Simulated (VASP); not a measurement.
# V4O in VASP: a series of runs

Runs on V4O. Level: PBE. Tasks: single point.

Program: VASP 6.6.1. These are calculated values, not measurements. Logs are shortened: lines on timing, memory, paths and dates and some standing lists are left out, and cuts for length are marked.

## (1) The cell of the first run

The cell holds a slab with vacuum, 5 atoms: a = 2.997 Å, b = 2.997 Å, c = 21.333 Å, α = 90.00°, β = 90.00°, γ = 90.00°.

## (2) Single point, PBE

Contents of INCAR:

```
ALGO     = Normal         # electronic algorithm
DIPOL    = 0.5 0.5 0.348
EDIFF    = 1E-7           # SCF threshold, eV
ENCUT    = 520            # plane-wave cutoff, eV
GGA      = PE             # functional
IDIPOL   = 3            
ISIF     = 2              # what is computed and relaxed
ISMEAR   = 0              # smearing method
LASPH    = T              # aspherical terms in the spheres
LCHARG   = F              # write CHGCAR
LDIPOL   = T            
LREAL    = F              # projectors in reciprocal space
LWAVE    = F              # write WAVECAR
NBANDS   = 37             # bands
NELM     = 100            # most SCF steps
PREC     = Accurate       # precision mode
SIGMA    = 0.1            # smearing width, eV
```

Contents of KPOINTS:

```
k-points
0
Gamma
  9 9 1
```

Contents of POSCAR:

```
V4O
1.0
    2.9971751491      0.0000000000      0.0000000000
    0.0000000000      2.9971751491      0.0000000000
    0.0000000000      0.0000000000     21.3333819395
V O
4 1
Direct
    0.5000000000      0.5000000000      0.1874995728
    0.0000000000      0.0000000000      0.2577457053
    0.5000000000      0.5000000000      0.3267158760
    0.0000000000      0.0000000000      0.3906263884
    0.2500000000      0.2500000000      0.5757822165
```

Potentials or basis: VASP PAW PBE potentials, release 64 (V_sv, O).

Run with:

```sh
$ cat potpaw_PBE.64/V_sv/POTCAR potpaw_PBE.64/O/POTCAR > POTCAR
$ mpirun -np 1 vasp_std > vasp.out
```

OUTCAR:

```text
EDIFF = 1E-7
   ENCUT = 520
   GGA = PE
   ISIF = 2
   ISMEAR = 0
   LASPH = T
   LREAL = F
   NELM = 100
   PREC = Accurate

 ion  position               nearest neighbor table
   1  0.500  0.500  0.187-   2 2.60   2 2.60   2 2.60   2 2.60
   2  0.000  0.000  0.258-   3 2.58   3 2.58   3 2.58   3 2.58   1 2.60   1 2.60   1 2.60   1 2.60
                             4 2.83
   3  0.500  0.500  0.327-   4 2.52   4 2.52   4 2.52   4 2.52   2 2.58   2 2.58   2 2.58   2 2.58

   4  0.000  0.000  0.391-   3 2.52   3 2.52   3 2.52   3 2.52   2 2.83
   5  0.250  0.250  0.576-

  LATTYP: Found a simple tetragonal cell.
 ALAT       =     2.9971751491
 C/A-ratio  =     7.1178295823

  Lattice vectors:

 A1 = (   2.9971751491,   0.0000000000,   0.0000000000)
 A2 = (   0.0000000000,   2.9971751491,   0.0000000000)
 A3 = (   0.0000000000,   0.0000000000,  21.3333819395)

Analysis of symmetry for initial positions (statically):
=====================================================================
 Subroutine PRICEL returns:
 Original cell was already a primitive cell.

 Routine SETGRP: Setting up the symmetry group for a
 simple tetragonal supercell.

 Subroutine GETGRP returns: Found  2 space group operations
 (whereof  2 operations were pure point group operations)
 out of a pool of 16 trial point group operations.

The static configuration has the point symmetry C_1h.

Analysis of symmetry for dynamics (positions and initial velocities):
=====================================================================
 Subroutine PRICEL returns:
 Original cell was already a primitive cell.

 Routine SETGRP: Setting up the symmetry group for a
 simple tetragonal supercell.

 Subroutine GETGRP returns: Found  2 space group operations
 (whereof  2 operations were pure point group operations)
 out of a pool of 16 trial point group operations.

The dynamic configuration has the point symmetry C_1h.

 Subroutine INISYM returns: Found  2 space group operations
 (whereof  2 operations are pure point group operations),
 and found     1 'primitive' translations

----------------------------------------------------------------------------------------

                                     Primitive cell

  volume of cell :     191.6390

  direct lattice vectors                    reciprocal lattice vectors
     2.997175149  0.000000000  0.000000000     0.333647501  0.000000000  0.000000000
     0.000000000  2.997175149  0.000000000     0.000000000  0.333647501  0.000000000
     0.000000000  0.000000000 21.333381940     0.000000000  0.000000000  0.046874893

  length of vectors
     2.997175149  2.997175149 21.333381940     0.333647501  0.333647501  0.046874893

  position of ions in fractional coordinates (direct lattice)
     0.500000000  0.500000000  0.187499573
     0.000000000  0.000000000  0.257745705
     0.500000000  0.500000000  0.326715876
     0.000000000  0.000000000  0.390626388
     0.250000000  0.250000000  0.575782217

  ion indices of the primitive-cell ions
   primitive index   ion index
                 1           1
                 2           2
                 3           3
                 4           4
                 5           5

----------------------------------------------------------------------------------------

 KPOINTS: k-points

Automatic generation of k-mesh.
 Grid dimensions read from file:
 generate k-points for:    9    9    1

 Generating k-lattice:

  Cartesian coordinates                     Fractional coordinates (reciprocal lattice)
     0.037071945  0.000000000  0.000000000     0.111111111  0.000000000  0.000000000
     0.000000000  0.037071945  0.000000000     0.000000000  0.111111111  0.000000000
     0.000000000  0.000000000  0.046874893     0.000000000  0.000000000  1.000000000

  Length of vectors
     0.037071945  0.037071945  0.046874893

  Shift w.r.t. Gamma in fractional coordinates (k-lattice)
     0.000000000  0.000000000  0.000000000

 Subroutine IBZKPT returns following result:
 ===========================================

 Found     25 irreducible k-points:

 Following reciprocal coordinates:
            Coordinates               Weight
  0.000000  0.000000  0.000000      1.000000
  0.111111  0.000000  0.000000      4.000000
  0.222222  0.000000  0.000000      4.000000
  0.333333  0.000000  0.000000      4.000000
  0.444444  0.000000  0.000000      4.000000
  0.111111  0.111111  0.000000      2.000000
[... 16 lines left out ...]
 -0.333333  0.444444  0.000000      4.000000
  0.444444  0.444444  0.000000      2.000000
   k-points           NKPTS =     25   k-points in BZ     NKDIM =     25   number of bands    NBANDS=     37
   number of dos      NEDOS =    301   number of ions     NIONS =      5
   total plane-waves  NPLWV =  92160
   dimension x,y,z NGX =    24 NGY =   24 NGZ =  160
   dimension x,y,z NGXF=    48 NGYF=   48 NGZF=  320
   ions per type =               4   1
   NGX,Y,Z   is equivalent  to a cutoff of  13.31, 13.31, 12.47 a.u.
   NGXF,Y,Z  is equivalent  to a cutoff of  26.62, 26.62, 24.94 a.u.
 SYSTEM =  unknown system
   PREC   = accura    normal or accurate (medium, high low for compatibility)
   ISTART =      0    job   : 0-new  1-cont  2-samecut
   ICHARG =      2    charge: 1-file 2-atom 10-const
   ISPIN  =      1    spin polarized calculation?
   LNONCOLLINEAR =      F non collinear calculations
   LSORBIT =      F    spin-orbit coupling
   LASPH  =      T    aspherical Exc in radial PAW
   ENCUT  =  520.0 eV  38.22 Ry    6.18 a.u.   5.57  5.57 39.67*2*pi/ulx,y,z
   NELM   =    100;   NELMIN=  2; NELMDL= -5     # of ELM steps
   EDIFF  = 0.1E-06   stopping-criterion for ELM
   LREAL  =      F    real-space projection
   EDIFFG = 0.1E-05   stopping-criterion for IOM
   NSW    =      0    number of steps for IOM
   IBRION =     -1    ionic relax: 0-MD 1-quasi-New 2-CG
   NFREE  =      0    steps in history (QN), initial steepest desc. (CG)
   ISIF   =      2    stress and relaxation
   ISYM   =      2    0-nonsym 1-usesym 2-fastsym
   POTIM  = 0.5000    time-step for ionic-motion
   TEBEG  =    0.0;   TEEND  =   0.0 temperature during run
   PSTRESS=    0.0 pullay stress
   NELECT =      58.0000    total number of electrons
   NUPDOWN=      -1.0000    fix difference up-down
   EMIN   =  10.00;   EMAX   =-10.00  energy-range for DOS
   EFERMI =   0.00;   METHOD = LEGACY
   ISMEAR =     0;   SIGMA  =   0.10  broadening in eV -4-tet -1-fermi 0-gaus
   EFERMI_NEDOS =   21; number of points for ismear=-14 and -15
   IALGO  =     38    algorithm
   IMIX   =      4    mixing-type and parameters
     AMIX     =   0.40;   BMIX     =  1.00
     AMIX_MAG =   1.60;   BMIX_MAG =  1.00
  volume/ion in A,a.u.               =      38.33       258.65
  Fermi-wavevector in a.u.,A,eV,Ry     =   1.099148  2.077089 16.437557  1.208126
  Thomas-Fermi vector in A             =   2.235538
   LORBIT       =      0    0 simple, 1 ext, 2 COOP (PROOUT), +10 PAW based schemes
   GGA     = PE    functional components
   LHFCALC =     F    Hartree Fock is set to
   AEXX    =    0.0000 exact exchange contribution
   IVDW    =     0    specifies the selected vdW correction
   LEPSILON=     F    determine dielectric tensor
   LRPA    =     F    only Hartree local field effects (RPA)
 non-spin polarized calculation
 Gauss-broadening in eV      SIGMA  =   0.10
  energy-cutoff  :      520.00
  volume of cell :      191.64
 maximum number of plane-waves:      5215
 NGX is ok and might be reduce to    24
   NGX = 11   NGY = 11   NGZ = 79

 dipolmoment           0.000000      0.000000     -0.008781 electrons x Angstroem

 number of electron      57.9999986 magnetization

 dipolmoment           0.000000      0.000000      0.272295 electrons x Angstroem

 Free energy of the ion-electron system (eV)
  ---------------------------------------------------
  ext. energy  EPLUGINS =         0.00000000
  ---------------------------------------------------
  free energy    TOTEN  =       -34.38479264 eV

  energy without entropy =      -34.32495911  energy(sigma->0) =      -34.35487588

 E-fermi :  -1.2790     XC(G=0):  -5.5437

 val. band max:       -1.2831448075   @ k =   0.0000   0.0000   0.0000
 cond. band min:      -1.2753164662   @ k =   0.1111   0.0000   0.0000
 fundamental gap:      0.0078283413
 Fermi energy:        -1.2789834034

 k-point     1 :       0.0000    0.0000    0.0000
  band No.  band energies     occupation
      1     -65.6077      2.00000
      2     -65.5741      2.00000
      3     -65.1677      2.00000
      4     -64.9365      2.00000
      5     -39.5540      2.00000
      6     -39.5008      2.00000
[... 29 lines left out ...]
     36      -0.1970      0.00000
     37      -0.1967      0.00000

 k-point     2 :       0.1111    0.0000    0.0000
  band No.  band energies     occupation
      1     -65.6040      2.00000
      2     -65.5698      2.00000
      3     -65.1645      2.00000
      4     -64.9407      2.00000
      5     -39.5677      2.00000
      6     -39.5012      2.00000
[... 29 lines left out ...]
     36       0.1249      0.00000
     37       0.2139      0.00000

 k-point     3 :       0.2222    0.0000    0.0000
  band No.  band energies     occupation
      1     -65.5947      2.00000
      2     -65.5587      2.00000
      3     -65.1555      2.00000
      4     -64.9522      2.00000
      5     -39.6002      2.00000
      6     -39.5134      2.00000
[... 29 lines left out ...]
     36       0.3608      0.00000
     37       0.4222      0.00000

 k-point     4 :       0.3333    0.0000    0.0000
  band No.  band energies     occupation
      1     -65.5843      2.00000
      2     -65.5458      2.00000
      3     -65.1432      2.00000
      4     -64.9674      2.00000
      5     -39.6361      2.00000
      6     -39.5742      2.00000
[... 29 lines left out ...]
     36       0.3693      0.00000
     37       0.4818      0.00000
[... 683 lines left out ...]
      1     -65.5659      2.00000
      2     -65.5250      2.00000
      3     -65.1208      2.00000
      4     -64.9685      2.00000
      5     -39.5972      2.00000
      6     -39.5817      2.00000
[... 29 lines left out ...]
     36       0.4385      0.00000
     37       0.9071      0.00000

 k-point    23 :      -0.3333    0.4444    0.0000
  band No.  band energies     occupation
      1     -65.5659      2.00000
      2     -65.5250      2.00000
      3     -65.1208      2.00000
      4     -64.9685      2.00000
      5     -39.5970      2.00000
      6     -39.5819      2.00000
[... 29 lines left out ...]
     36       0.4382      0.00000
     37       0.9066      0.00000

 k-point    24 :       0.4444    0.4444    0.0000
  band No.  band energies     occupation
      1     -65.5625      2.00000
      2     -65.5215      2.00000
      3     -65.1171      2.00000
      4     -64.9653      2.00000
      5     -39.6222      2.00000
      6     -39.6167      2.00000
[... 29 lines left out ...]
     36       1.0097      0.00000
     37       1.0198      0.00000

 [... further k-points ...]

------------------------ aborting loop because EDIFF is reached ----------------------------------------

 vacuum level on the upper side and lower side of the slab       (xc-potential included)         2.514        -2.863

  FORCE on cell =-STRESS in cart. coord.  units (eV):
  Direction    XX          YY          ZZ          XY          YZ          ZX
  --------------------------------------------------------------------------------------
  -------------------------------------------------------------------------------------
  Total       -5.1393920     -5.1393920     -2.2913651      0.0025796     -0.0244480     -0.0244480
  in kB      -42.9673304    -42.9673304    -19.1567098      0.0215668     -0.2043952     -0.2043948
  external PRESSURE =     -35.0304569 kB  Pullay stress =       0.0000000 kB

 VOLUME and BASIS-vectors are now :
 -----------------------------------------------------------------------------
  energy-cutoff  :      520.00
  volume of cell :      191.64
      direct lattice vectors                 reciprocal lattice vectors
     2.997175149  0.000000000  0.000000000     0.333647501  0.000000000  0.000000000
     0.000000000  2.997175149  0.000000000     0.000000000  0.333647501  0.000000000
     0.000000000  0.000000000 21.333381940     0.000000000  0.000000000  0.046874893

 POSITION                                       TOTAL-FORCE (eV/Angst)
 -----------------------------------------------------------------------------------
      1.49859      1.49859      4.00000         0.000255      0.000255      0.546925
      0.00000      0.00000      5.49859        -0.001490     -0.001490     -0.574921
      1.49859      1.49859      6.96995        -0.004992     -0.004992     -0.077046
      0.00000      0.00000      8.33338         0.014918      0.014918      0.521308
      0.74929      0.74929     12.28338        -0.008691     -0.008691     -0.416266
 -----------------------------------------------------------------------------------
    total drift:                                0.000002      0.000002      0.001126

  FREE ENERGIE OF THE ION-ELECTRON SYSTEM (eV)
  ---------------------------------------------------
  free  energy   TOTEN  =       -34.3847926363 eV

  energy  without entropy=      -34.3249591150  energy(sigma->0) =      -34.35487588

 vacuum level on the upper side and lower side of the slab         7.992         2.481
```

It took 10 min on 1 thread of Oxide Virtual Turin-like, shared host; peak memory 0.34 GiB.

What came out:

| Quantity | Value |
| --- | --- |
| Free energy | -34.3848 eV |
| Largest force | 0.575 eV/Å |
| Band gap on the k mesh | zero (bands 29 and 30 overlap by 0.29 eV) |

Forces in eV/Å, atoms in the order of the input:
```
V    0.000  0.000  0.547
V   -0.001 -0.001 -0.575
V   -0.005 -0.005 -0.077
V    0.015  0.015  0.521
O   -0.009 -0.009 -0.416
```

Caveat: the run has no spin polarisation, though such a crystal can be magnetic. With open d or f shells a metallic result of PBE can be an artefact of self-interaction; +U or a hybrid may open a gap.

## (3) Single point, PBE

INCAR: that of step 2 with these lines changed.

```diff
@@ -1,4 +1,4 @@
 ALGO     = Normal         # electronic algorithm
-DIPOL    = 0.5 0.5 0.348
-EDIFF    = 1E-7           # SCF threshold, eV
+DIPOL    = 0.5 0.5 0.333
+EDIFF    = 1E-6           # SCF threshold, eV
 ENCUT    = 520            # plane-wave cutoff, eV
@@ -14,3 +14,3 @@
 NBANDS   = 37             # bands
-NELM     = 100            # most SCF steps
+NELM     = 60             # most SCF steps
 PREC     = Accurate       # precision mode
```

KPOINTS is that of step 2.

POSCAR: that of step 2 with these lines changed.

```diff
@@ -12,2 +12,2 @@
     0.0000000000      0.0000000000      0.3906263884
-    0.2500000000      0.2500000000      0.5757822165
+    0.3750000000      0.3750000000      0.5007823874
```

Potentials or basis: VASP PAW PBE potentials, release 64 (V_sv, O).

Run with:

```sh
$ cat potpaw_PBE.64/V_sv/POTCAR potpaw_PBE.64/O/POTCAR > POTCAR
$ mpirun -np 1 vasp_std > vasp.out
```

Wall time 9.2 min (1 thread of Oxide Virtual Turin-like, shared host); peak memory 0.33 GiB.

Results (log left out):

- Free energy: -36.2646 eV
- Largest force: 3.146 eV/Å
- Band gap on the k mesh: zero (bands 29 and 30 overlap by 0.34 eV)

Forces in eV/Å, atoms in the order of the input:
```
V    0.010  0.010  0.607
V   -0.001 -0.001 -0.602
V   -0.079 -0.079 -0.594
V    0.384  0.384  3.099
O   -0.313 -0.313 -2.509
```

Levels at points of the mesh, in eV from the Fermi level:
```csv
k point,band 26,band 27,band 28,band 29,band 30,band 31,band 32,band 33
"(0.00, 0.00, 0.00)",-0.01,0.13,0.15,0.15,0.21,0.21,0.37,0.40
```

Caveat: the run has no spin polarisation, though such a crystal can be magnetic. With open d or f shells a metallic result of PBE can be an artefact of self-interaction; +U or a hybrid may open a gap.

## (4) Single point, PBE

Contents of INCAR:

```
  ALGO = Normal
  DIPOL = 0.5 0.5 0.328
  EDIFF = 1E-7
  ENCUT = 520
  GGA = PE
  IDIPOL = 3
  ISIF = 2
  ISMEAR = 0
  LASPH = T
  LCHARG = F
  LDIPOL = T
  LREAL = F
  LWAVE = F
  NBANDS = 37
  NELM = 60
  PREC = Accurate
  SIGMA = 0.1
```

KPOINTS is that of step 3.

POSCAR: that of step 3 with these lines changed.

```diff
@@ -12,2 +12,2 @@
     0.0000000000      0.0000000000      0.3906263884
-    0.3750000000      0.3750000000      0.5007823874
+    0.1250000000      0.1250000000      0.4778136898
```

Run with:

```sh
$ cat potpaw_PBE.64/V_sv/POTCAR potpaw_PBE.64/O/POTCAR > POTCAR
$ mpirun -np 1 vasp_std > vasp.out
```

It took 12 min on 1 thread of Oxide Virtual Turin-like, shared host; peak memory 0.33 GiB.

The run converged. Its results:

```
Free energy            : -39.1988 eV
Largest force          : 7.204 eV/Å
Band gap on the k mesh : zero (bands 29 and 30 overlap by 0.60 eV)
```

Forces on the atoms (eV/Å):
```
V    0.017  0.017  0.827
V    0.013  0.013 -1.003
V   -0.180 -0.180 -1.406
V    0.875  0.875  7.096
O   -0.725 -0.725 -5.514
```

Levels at points of the mesh, in eV from the Fermi level:
```
           k point  band 26  band 27  band 28  band 29  band 30  band 31  band 32  band 33
(0.00, 0.00, 0.00)    -0.16    -0.03     0.20     0.21     0.21     0.32     0.67     0.71
```

Caveat: the run has no spin polarisation, though such a crystal can be magnetic. With open d or f shells a metallic result of PBE can be an artefact of self-interaction; +U or a hybrid may open a gap.

## (5) Single point, PBE

Contents of INCAR:

```
  PREC = Accurate
  ENCUT = 520
  EDIFF = 1E-7
  ISMEAR = 0
  SIGMA = 0.1
  LREAL = F
  LASPH = T
  NELM = 60
  ALGO = Normal
  ISIF = 2
  LWAVE = F
  LCHARG = F
  LDIPOL = T
  IDIPOL = 3
  DIPOL = 0.5 0.5 0.336
  GGA = PE
  NBANDS = 37
```

Contents of KPOINTS:

```
regular mesh
0
Gamma
  9 9 1
```

POSCAR: that of step 4 with these lines changed.

```diff
@@ -12,2 +12,2 @@
     0.0000000000      0.0000000000      0.3906263884
-    0.1250000000      0.1250000000      0.4778136898
+    0.1250000000      0.1250000000      0.5195323447
```

Run with:

```sh
$ cat potpaw_PBE.64/V_sv/POTCAR potpaw_PBE.64/O/POTCAR > POTCAR
$ mpirun -np 1 vasp_std > vasp.out
```

It took 9.8 min on 1 thread of Oxide Virtual Turin-like, shared host; peak memory 0.33 GiB.

Results (log left out):

| Property | Result |
| --- | --- |
| Free energy | -35.7231 eV |
| Largest force | 2.879 eV/Å |
| Band gap on the k mesh | zero (bands 29 and 30 overlap by 0.60 eV) |

Forces in eV/Å, atoms in the order of the input:
```
V   -0.003 -0.003  0.594
V    0.014  0.014 -0.704
V   -0.069 -0.069 -0.524
V    0.193  0.193  2.866
O   -0.135 -0.135 -2.232
```

Levels at points of the mesh, in eV from the Fermi level:
```tsv
k point	band 27	band 28	band 29	band 30	band 31	band 32
(0.00, 0.00, 0.00)	0.16	0.16	0.21	0.22	0.23	0.36
```

Caveat: the run has no spin polarisation, though such a crystal can be magnetic. With open d or f shells a metallic result of PBE can be an artefact of self-interaction; +U or a hybrid may open a gap.

## (6) The runs side by side

| cell | gap on the mesh (eV) | largest force (eV/Å) |
| --- | --- | --- |
| as given, atomic positions A | none | 0.57 |
| as given, atomic positions B | none | 3.15 |
| as given, atomic positions C | none | 7.20 |
| as given, atomic positions D | none | 2.88 |

Alike in all rows: task single point; level PBE; potentials or basis VASP PAW PBE potentials, release 64 (V_sv, O); no spin polarisation; k mesh 9 × 9 × 1; cutoff (eV) 520; smearing gaussian 0.1 eV.

Caveats: the run has no spin polarisation, though such a crystal can be magnetic.

Absolute energies hang on the potentials; compare differences alone.
